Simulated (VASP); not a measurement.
Here is a VASP 6.6.1 calculation.

Contents of POSCAR:

```
KCl
1.0
    0.0000000000      3.4883435031      3.5444678752
    3.4883435031      0.0000000000      3.5444678752
    3.4883435031      3.4883435031      0.0000000000
K Cl
1 1
Direct
    0.0000000000      0.0000000000      0.0000000000
    0.2500000000      0.2500000000      0.2500000000
```

File INCAR.step1:

```
  PREC = Accurate
  ENCUT = 520
  ISMEAR = 0
  SIGMA = 0.01
  LREAL = False
  LASPH = True
  NELM = 80
  NBANDS = 15
  GGA = PE
  ALGO = Normal
  EDIFF = 1E-4
  LWAVE = True
  LCHARG = False
```

INCAR.step2

```
  PREC = Accurate
  ENCUT = 520
  EDIFF = 1E-7
  ISMEAR = 0
  SIGMA = 0.01
  LREAL = False
  LASPH = True
  NELM = 80
  ALGO = Normal
  ISIF = 2
  LWAVE = False
  LCHARG = False
  METAGGA = R2SCAN
  LMIXTAU = True
  NBANDS = 15
  ISTART = 1
```

Contents of KPOINTS:

```
Automatic mesh
0
Gamma
  6 6 6
```

Potentials or basis: VASP PAW PBE potentials, release 64 (K_sv, Cl).

Launch:

```bash
$ cat potpaw_PBE.64/K_sv/POTCAR potpaw_PBE.64/Cl/POTCAR > POTCAR
$ cp INCAR.step1 INCAR
$ mpirun -np 1 vasp_std > vasp.out
$ cp INCAR.step2 INCAR
$ mpirun -np 1 vasp_std > vasp.out
```

(1) What does it give for the band gap on the k mesh?

(2) Estimate the pressure.

Results:

(1) 5.34 eV (least direct gap 5.39 eV).

(2) 0.0 GPa.

Caveat: the cell differs from its parent crystal (epitaxial xy strain -0.5%); the PAW data sets were made with another functional, which shifts forces and pressure a little.
